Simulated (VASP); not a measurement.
# BN (P4_2/mnm) in VASP: further runs

BN is run at these levels: PBEsol; tasks: single point.

Program: VASP 6.6.1. These are calculated values, not measurements. Logs are shortened: lines on timing, memory, paths and dates and some standing lists are left out, and cuts for length are marked.

## 1. The cell of the first run

The structure is tetragonal, space group P4_2/mnm (No. 136). Conventional cell: a = 4.332 Å, b = 4.332 Å, c = 2.538 Å, α = 90.00°, β = 90.00°, γ = 90.00°. Within 2.0 Å of B (site symmetry m2m) lie 4 N at 1.53 to 1.57 Å. Within 2.0 Å of N (site symmetry m2m) lie 4 B at 1.53 to 1.57 Å.

## 2. Single point, PBEsol

Contents of INCAR:

```
SYSTEM = BN
ALGO = Normal
EDIFF = 1E-6
ENCUT = 520
GGA = PS
ISIF = 2
ISMEAR = 0
LASPH = .True.
LCHARG = .False.
LREAL = .False.
LWAVE = .False.
NBANDS = 26
NELM = 100
PREC = Accurate
SIGMA = 0.05
```

Contents of KPOINTS:

```
k-points
0
Gamma
  6 6 10
  0 0 0
```

Contents of POSCAR:

```
BN
1.0
    4.3323000000      0.0000000000      0.0000000000
    0.0000000000      4.3323000000      0.0000000000
    0.0000000000      0.0000000000      2.5380337638
B N
4 4
Direct
    0.1741337327      0.8258662673      0.5000000000
    0.3258662673      0.3258662673      0.0000000000
    0.6741337327      0.6741337327      0.0000000000
    0.8258662673      0.1741337327      0.5000000000
    0.8123909516      0.8123909516      0.5000000000
    0.3123909516      0.6876090484      0.0000000000
    0.6876090484      0.3123909516      0.0000000000
    0.1876090484      0.1876090484      0.5000000000
```

Potentials or basis: VASP PAW PBE potentials, release 64 (B, N).

Launch:

```console
$ cat potpaw_PBE.64/B/POTCAR potpaw_PBE.64/N/POTCAR > POTCAR
$ mpirun -np 1 vasp_std > vasp.out
```

OUTCAR:

```text
SYSTEM = BN
   EDIFF = 1E-6
   ENCUT = 520
   GGA = PS
   ISIF = 2
   ISMEAR = 0
   LASPH = .True.
   LREAL = .False.
   NELM = 100
   PREC = Accurate

 ion  position               nearest neighbor table
   1  0.174  0.826  0.500-   6 1.53   6 1.53   8 1.57   5 1.57   4 2.13
   2  0.326  0.326  0.000-   8 1.53   8 1.53   6 1.57   7 1.57   3 2.13
   3  0.674  0.674  0.000-   5 1.53   5 1.53   7 1.57   6 1.57   2 2.13
   4  0.826  0.174  0.500-   7 1.53   7 1.53   8 1.57   5 1.57   1 2.13
   5  0.812  0.812  0.500-   3 1.53   3 1.53   4 1.57   1 1.57
   6  0.312  0.688  0.000-   1 1.53   1 1.53   3 1.57   2 1.57
   7  0.688  0.312  0.000-   4 1.53   4 1.53   2 1.57   3 1.57
   8  0.188  0.188  0.500-   2 1.53   2 1.53   4 1.57   1 1.57

  LATTYP: Found a simple tetragonal cell.
 ALAT       =     4.3323000000
 C/A-ratio  =     0.5858397996

  Lattice vectors:

 A1 = (   4.3323000000,   0.0000000000,   0.0000000000)
 A2 = (   0.0000000000,   4.3323000000,   0.0000000000)
 A3 = (   0.0000000000,   0.0000000000,   2.5380337638)

Analysis of symmetry for initial positions (statically):
=====================================================================
 Subroutine PRICEL returns:
 Original cell was already a primitive cell.

 Routine SETGRP: Setting up the symmetry group for a
 simple tetragonal supercell.

 Subroutine GETGRP returns: Found 16 space group operations
 (whereof  8 operations were pure point group operations)
 out of a pool of 16 trial point group operations.

The static configuration has the point symmetry D_2h.
 The point group associated with its full space group is D_4h.

Analysis of symmetry for dynamics (positions and initial velocities):
=====================================================================
 Subroutine PRICEL returns:
 Original cell was already a primitive cell.

 Routine SETGRP: Setting up the symmetry group for a
 simple tetragonal supercell.

 Subroutine GETGRP returns: Found 16 space group operations
 (whereof  8 operations were pure point group operations)
 out of a pool of 16 trial point group operations.

The dynamic configuration has the point symmetry D_2h.
 The point group associated with its full space group is D_4h.

 Subroutine INISYM returns: Found 16 space group operations
 (whereof  8 operations are pure point group operations),
 and found     1 'primitive' translations

----------------------------------------------------------------------------------------

                                     Primitive cell

  volume of cell :      47.6359

  direct lattice vectors                    reciprocal lattice vectors
     4.332300000  0.000000000  0.000000000     0.230824273  0.000000000  0.000000000
     0.000000000  4.332300000  0.000000000     0.000000000  0.230824273  0.000000000
     0.000000000  0.000000000  2.538033764     0.000000000  0.000000000  0.394005791

  length of vectors
     4.332300000  4.332300000  2.538033764     0.230824273  0.230824273  0.394005791

  position of ions in fractional coordinates (direct lattice)
     0.174133733  0.825866267  0.500000000
     0.325866267  0.325866267  0.000000000
     0.674133733  0.674133733  0.000000000
     0.825866267  0.174133733  0.500000000
     0.812390952  0.812390952  0.500000000
     0.312390952  0.687609048  0.000000000
     0.687609048  0.312390952  0.000000000
     0.187609048  0.187609048  0.500000000

  ion indices of the primitive-cell ions
   primitive index   ion index
                 1           1
                 2           2
                 3           3
                 4           4
                 5           5
                 6           6
                 7           7
                 8           8

----------------------------------------------------------------------------------------

 KPOINTS: k-points

Automatic generation of k-mesh.
 Grid dimensions read from file:
 generate k-points for:    6    6   10

 Generating k-lattice:

  Cartesian coordinates                     Fractional coordinates (reciprocal lattice)
     0.038470712  0.000000000  0.000000000     0.166666667  0.000000000  0.000000000
     0.000000000  0.038470712  0.000000000     0.000000000  0.166666667  0.000000000
     0.000000000  0.000000000  0.039400579     0.000000000  0.000000000  0.100000000

  Length of vectors
     0.038470712  0.038470712  0.039400579

  Shift w.r.t. Gamma in fractional coordinates (k-lattice)
     0.000000000  0.000000000  0.000000000

 Subroutine IBZKPT returns following result:
 ===========================================

 Found     60 irreducible k-points:

 Following reciprocal coordinates:
            Coordinates               Weight
  0.000000  0.000000  0.000000      1.000000
  0.166667  0.000000  0.000000      4.000000
  0.333333  0.000000  0.000000      4.000000
  0.500000  0.000000  0.000000      2.000000
  0.166667  0.166667  0.000000      4.000000
  0.333333  0.166667  0.000000      8.000000
[... 16 lines left out ...]
  0.333333  0.000000  0.200000      8.000000
  0.500000  0.000000  0.200000      4.000000
 [... further k-points ...]
   k-points           NKPTS =     60   k-points in BZ     NKDIM =     60   number of bands    NBANDS=     26
   number of dos      NEDOS =    301   number of ions     NIONS =      8
   total plane-waves  NPLWV =  20480
   dimension x,y,z NGX =    32 NGY =   32 NGZ =   20
   dimension x,y,z NGXF=    64 NGYF=   64 NGZF=   40
   ions per type =               4   4
   NGX,Y,Z   is equivalent  to a cutoff of  12.28, 12.28, 13.10 a.u.
   NGXF,Y,Z  is equivalent  to a cutoff of  24.56, 24.56, 26.20 a.u.
 SYSTEM =  BN
   PREC   = accura    normal or accurate (medium, high low for compatibility)
   ISTART =      0    job   : 0-new  1-cont  2-samecut
   ICHARG =      2    charge: 1-file 2-atom 10-const
   ISPIN  =      1    spin polarized calculation?
   LNONCOLLINEAR =      F non collinear calculations
   LSORBIT =      F    spin-orbit coupling
   LASPH  =      T    aspherical Exc in radial PAW
   ENCUT  =  520.0 eV  38.22 Ry    6.18 a.u.   8.06  8.06  4.72*2*pi/ulx,y,z
   NELM   =    100;   NELMIN=  2; NELMDL= -5     # of ELM steps
   EDIFF  = 0.1E-05   stopping-criterion for ELM
   LREAL  =      F    real-space projection
   EDIFFG = 0.1E-04   stopping-criterion for IOM
   NSW    =      0    number of steps for IOM
   IBRION =     -1    ionic relax: 0-MD 1-quasi-New 2-CG
   NFREE  =      0    steps in history (QN), initial steepest desc. (CG)
   ISIF   =      2    stress and relaxation
   ISYM   =      2    0-nonsym 1-usesym 2-fastsym
   POTIM  = 0.5000    time-step for ionic-motion
   TEBEG  =    0.0;   TEEND  =   0.0 temperature during run
   PSTRESS=    0.0 pullay stress
   NELECT =      32.0000    total number of electrons
   NUPDOWN=      -1.0000    fix difference up-down
   EMIN   =  10.00;   EMAX   =-10.00  energy-range for DOS
   EFERMI =   0.00;   METHOD = LEGACY
   ISMEAR =     0;   SIGMA  =   0.05  broadening in eV -4-tet -1-fermi 0-gaus
   EFERMI_NEDOS =   21; number of points for ismear=-14 and -15
   IALGO  =     38    algorithm
   IMIX   =      4    mixing-type and parameters
     AMIX     =   0.40;   BMIX     =  1.00
     AMIX_MAG =   1.60;   BMIX_MAG =  1.00
  volume/ion in A,a.u.               =       5.95        40.18
  Fermi-wavevector in a.u.,A,eV,Ry     =   1.433772  2.709436 27.969515  2.055701
  Thomas-Fermi vector in A             =   2.553253
   LORBIT       =      0    0 simple, 1 ext, 2 COOP (PROOUT), +10 PAW based schemes
   GGA     = PS    functional components
   LHFCALC =     F    Hartree Fock is set to
   AEXX    =    0.0000 exact exchange contribution
   IVDW    =     0    specifies the selected vdW correction
   LEPSILON=     F    determine dielectric tensor
   LRPA    =     F    only Hartree local field effects (RPA)
 non-spin polarized calculation
 Gauss-broadening in eV      SIGMA  =   0.05
  energy-cutoff  :      520.00
  volume of cell :       47.64
 maximum number of plane-waves:      1301
   NGX = 17   NGY = 17   NGZ =  9

 number of electron      32.0000006 magnetization

 Free energy of the ion-electron system (eV)
  ---------------------------------------------------
  ext. energy  EPLUGINS =         0.00000000
  ---------------------------------------------------
  free energy    TOTEN  =       -72.40598778 eV

  energy without entropy =      -72.40598778  energy(sigma->0) =      -72.40598778

 E-fermi :   7.6040     XC(G=0): -12.8779

 val. band max:        7.3744100930   @ k =   0.0000   0.0000   0.0000
 cond. band min:      11.9104556964   @ k =   0.0000   0.0000   0.3000
 fundamental gap:      4.5360456034
 Fermi energy:         7.6040201267

 k-point     1 :       0.0000    0.0000    0.0000
  band No.  band energies     occupation
      1     -13.2157      2.00000
      2      -8.8757      2.00000
      3      -8.8757      2.00000
      4      -8.7839      2.00000
      5      -2.5674      2.00000
      6      -2.3450      2.00000
[... 18 lines left out ...]
     25      18.2794      0.00000
     26      20.3324      0.00000

 k-point     2 :       0.1667    0.0000    0.0000
  band No.  band energies     occupation
      1     -13.0644      2.00000
      2      -9.8522      2.00000
      3      -8.7807      2.00000
      4      -8.1522      2.00000
      5      -2.8623      2.00000
      6      -1.8309      2.00000
[... 18 lines left out ...]
     25      18.9039      0.00000
     26      19.8821      0.00000

 k-point     3 :       0.3333    0.0000    0.0000
  band No.  band energies     occupation
      1     -12.6163      2.00000
      2     -10.9376      2.00000
      3      -8.5211      2.00000
      4      -7.9789      2.00000
      5      -3.0866      2.00000
      6      -1.9670      2.00000
[... 572 lines left out ...]
 k-point    23 :       0.3333    0.0000    0.2000
  band No.  band energies     occupation
      1     -11.9992      2.00000
      2     -10.3861      2.00000
      3      -8.0953      2.00000
      4      -7.6801      2.00000
      5      -2.5675      2.00000
      6      -1.5524      2.00000
[... 18 lines left out ...]
     25      19.1831      0.00000
     26      20.4526      0.00000

 k-point    24 :       0.5000    0.0000    0.2000
  band No.  band energies     occupation
      1     -11.2991      2.00000
      2     -11.2991      2.00000
      3      -7.8289      2.00000
      4      -7.8289      2.00000
      5      -2.2609      2.00000
      6      -2.2609      2.00000
[... 18 lines left out ...]
     25      19.9166      0.00000
     26      19.9166      0.00000

 [... further k-points ...]
[... 5 lines left out ...]
  --------------------------------------------------------------------------------------
  -------------------------------------------------------------------------------------
  Total        4.7850270      4.7850270      1.1840799     -0.0000000      0.0000000      0.0000000
  in kB      160.9387155    160.9387155     39.8251259     -0.0000000      0.0000000      0.0000000
  external PRESSURE =     120.5675190 kB  Pullay stress =       0.0000000 kB

 VOLUME and BASIS-vectors are now :
 -----------------------------------------------------------------------------
  energy-cutoff  :      520.00
  volume of cell :       47.64
      direct lattice vectors                 reciprocal lattice vectors
     4.332300000  0.000000000  0.000000000     0.230824273  0.000000000  0.000000000
     0.000000000  4.332300000  0.000000000     0.000000000  0.230824273  0.000000000
     0.000000000  0.000000000  2.538033764     0.000000000  0.000000000  0.394005791

 POSITION                                       TOTAL-FORCE (eV/Angst)
 -----------------------------------------------------------------------------------
      0.75440      3.57790      1.26902         0.044189     -0.044189      0.000000
      1.41175      1.41175      0.00000        -0.044189     -0.044189      0.000000
      2.92055      2.92055      0.00000         0.044189      0.044189      0.000000
      3.57790      0.75440      1.26902        -0.044189      0.044189      0.000000
      3.51952      3.51952      1.26902        -0.181321     -0.181321     -0.000000
      1.35337      2.97893      0.00000        -0.181321      0.181321      0.000000
      2.97893      1.35337      0.00000         0.181321     -0.181321     -0.000000
      0.81278      0.81278      1.26902         0.181321      0.181321      0.000000
 -----------------------------------------------------------------------------------
    total drift:                                0.000000     -0.000000     -0.000000

  FREE ENERGIE OF THE ION-ELECTRON SYSTEM (eV)
  ---------------------------------------------------
  free  energy   TOTEN  =       -72.4059877838 eV

  energy  without entropy=      -72.4059877838  energy(sigma->0) =      -72.40598778
```

Run time: 59 s. Hardware: 1 thread of Intel Xeon 8259CL, shared host; peak memory 0.18 GiB.

Results:

```
Free energy            : -72.4060 eV
Pressure               : 12.1 GPa
Largest force          : 0.256 eV/Å
Band gap on the k mesh : 4.54 eV (least direct gap 5.68 eV)
```

Forces on the atoms (eV/Å):
```
B    0.044 -0.044  0.000
B   -0.044 -0.044  0.000
B    0.044  0.044  0.000
B   -0.044  0.044  0.000
N   -0.181 -0.181  0.000
N   -0.181  0.181  0.000
N    0.181 -0.181  0.000
N    0.181  0.181  0.000
```

Levels at points of the mesh, in eV from the valence-band top:
```
           k point  band 13  band 14  band 15  band 16  band 17  band 18  band 19  band 20
(0.00, 0.00, 0.00)    -0.52    -0.36     0.00     0.00     6.74     7.31     8.62     8.80
(0.50, 0.00, 0.00)    -1.61    -1.61    -1.36    -1.36     7.72     7.72     8.55     8.55
(0.50, 0.50, 0.00)    -2.74    -2.74    -2.70    -2.70     7.59     7.59     8.14     8.14
(0.00, 0.00, 0.50)    -4.41    -4.41    -3.59    -3.59     6.34     6.34    10.50    10.50
(0.50, 0.00, 0.50)    -3.86    -3.86    -2.26    -2.26     6.89     6.89     8.88     8.88
(0.50, 0.50, 0.50)    -3.22    -3.22    -2.62    -2.62     6.26     6.26     7.22     7.22
```

Caveat: the stress differs along the axes, from 4 to 16 GPa; the PAW data sets were made with another functional, which shifts forces and pressure a little. A k mesh can miss the band edges.

## 3. Single point, PBEsol

This run uses another cell than the first one, of the same volume but with other edges.

Contents of INCAR:

```
PREC     = Accurate       # precision mode
ENCUT    = 520            # plane-wave cutoff, eV
EDIFF    = 1E-6           # SCF threshold, eV
ISMEAR   = 0              # smearing method
SIGMA    = 0.05           # smearing width, eV
LREAL    = False          # projectors in reciprocal space
LASPH    = True           # aspherical terms in the spheres
NELM     = 80             # most SCF steps
ALGO     = Normal         # electronic algorithm
ISIF     = 2              # what is computed and relaxed
LWAVE    = False          # write WAVECAR
LCHARG   = False          # write CHGCAR
GGA      = PS             # functional
NBANDS   = 26             # bands
```

Contents of KPOINTS:

```
Automatic mesh
0
Gamma
  6 6 10
```

POSCAR: that of step 2 with these lines changed.

```diff
@@ -2,5 +2,5 @@
 1.0
-    4.3323000000      0.0000000000      0.0000000000
-    0.0000000000      4.3323000000      0.0000000000
-    0.0000000000      0.0000000000      2.5380337638
+    4.4642000000      0.0000000000      0.0000000000
+    0.0000000000      4.4642000000      0.0000000000
+    0.0000000000      0.0000000000      2.3858000000
 B N
```

Potentials or basis: VASP PAW PBE potentials, release 64 (B, N).

Launch:

```console
$ cat potpaw_PBE.64/B/POTCAR potpaw_PBE.64/N/POTCAR > POTCAR
$ mpirun -np 1 vasp_std > vasp.out
```

It took 69 s on 1 thread of Intel Xeon 8259CL, shared host; peak memory 0.19 GiB.

The run converged. Its results:

```yaml
Free_energy: -71.8301 eV
Pressure: 18.1 GPa
Largest_force: 0.795 eV/Å
Band_gap_on_the_k_mesh: 4.47 eV (least direct gap 5.79 eV)
```

Forces on the atoms (eV/Å):
```
B   -0.292  0.292  0.000
B    0.292  0.292  0.000
B   -0.292 -0.292  0.000
B    0.292 -0.292  0.000
N    0.562  0.562  0.000
N    0.562 -0.562  0.000
N   -0.562  0.562  0.000
N   -0.562 -0.562  0.000
```

Stress tensor (GPa, compression positive):
```
-7.42  0.00  0.00
 0.00 -7.42  0.00
 0.00  0.00 69.05
```

Levels at points of the mesh, in eV from the valence-band top:
| k point | band 14 | band 15 | band 16 | band 17 | band 18 | band 19 |
| --- | --- | --- | --- | --- | --- | --- |
| (0.00, 0.00, 0.00) | -0.25 | -0.01 | 0.00 | 7.48 | 7.48 | 8.32 |
| (0.50, 0.00, 0.00) | -1.42 | -0.91 | -0.91 | 7.50 | 7.50 | 8.69 |
| (0.50, 0.50, 0.00) | -2.32 | -1.81 | -1.81 | 7.19 | 7.19 | 9.64 |
| (0.00, 0.00, 0.50) | -4.53 | -3.35 | -3.35 | 6.28 | 6.28 | 10.01 |
| (0.50, 0.00, 0.50) | -3.51 | -2.57 | -2.57 | 6.72 | 6.72 | 8.57 |
| (0.50, 0.50, 0.50) | -2.87 | -2.69 | -2.69 | 6.14 | 6.14 | 6.71 |

Caveat: the stress differs along the axes, from -7 to 69 GPa; the PAW data sets were made with another functional, which shifts forces and pressure a little. A k mesh can miss the band edges.

## 4. Single point, PBEsol

This run uses another cell than the first one, of the same volume but with other edges.

Contents of INCAR:

```
  PREC = Accurate
  ENCUT = 520
  EDIFF = 1E-7
  ISMEAR = 0
  SIGMA = 0.05
  LREAL = False
  LASPH = True
  NELM = 60
  ALGO = Normal
  ISIF = 2
  LWAVE = False
  LCHARG = False
  GGA = PS
  NBANDS = 26
```

KPOINTS is that of step 3.

POSCAR: that of step 3 with these lines changed.

```diff
@@ -2,5 +2,5 @@
 1.0
-    4.4642000000      0.0000000000      0.0000000000
-    0.0000000000      4.4642000000      0.0000000000
-    0.0000000000      0.0000000000      2.3858000000
+    4.3982250342      0.0000000000      0.0000000000
+    0.0000000000      4.3982250342      0.0000000000
+    0.0000000000      0.0000000000      2.4619000000
 B N
```

Launch:

```console
$ cat potpaw_PBE.64/B/POTCAR potpaw_PBE.64/N/POTCAR > POTCAR
$ mpirun -np 1 vasp_std > vasp.out
```

Run time: 67 s. Hardware: 1 thread of Intel Xeon 8259CL, shared host; peak memory 0.19 GiB.

It converged, with:

| Quantity | Value |
| --- | --- |
| Free energy | -72.3248 eV |
| Pressure | 14.0 GPa |
| Largest force | 0.294 eV/Å |
| Band gap on the k mesh | 4.62 eV (least direct gap 5.81 eV) |

Forces on the atoms (eV/Å):
```
B   -0.129  0.129  0.000
B    0.129  0.129  0.000
B   -0.129 -0.129  0.000
B    0.129 -0.129  0.000
N    0.208  0.208  0.000
N    0.208 -0.208  0.000
N   -0.208  0.208  0.000
N   -0.208 -0.208  0.000
```

Stress tensor (GPa, compression positive):
```
 3.83  0.00  0.00
 0.00  3.83  0.00
 0.00  0.00 34.19
```

Levels at points of the mesh, in eV from the valence-band top:
```
           k point  band 12  band 13  band 14  band 15  band 16  band 17  band 18  band 19  band 20  band 21
(0.00, 0.00, 0.00)    -2.05    -0.20    -0.04     0.00     0.00     8.10     8.20     8.28     8.28     8.61
(0.50, 0.00, 0.00)    -3.52    -1.26    -1.26    -1.19    -1.19     8.20     8.20     8.79     8.79     9.27
(0.50, 0.50, 0.00)    -2.93    -2.80    -2.80    -2.21    -2.21     7.53     7.53     9.06     9.06     9.75
(0.00, 0.00, 0.50)    -4.97    -4.37    -4.37    -3.38    -3.38     6.42     6.42    10.34    10.34    11.56
(0.50, 0.00, 0.50)    -4.65    -3.59    -3.59    -2.34    -2.34     6.90     6.90     8.82     8.82     9.34
(0.50, 0.50, 0.50)    -3.69    -2.95    -2.95    -2.57    -2.57     6.29     6.29     7.06     7.06     8.33
```

Caveat: the stress differs along the axes, from 4 to 34 GPa; the PAW data sets were made with another functional, which shifts forces and pressure a little. A k mesh can miss the band edges.

(Part 1 of 2 ends here.)
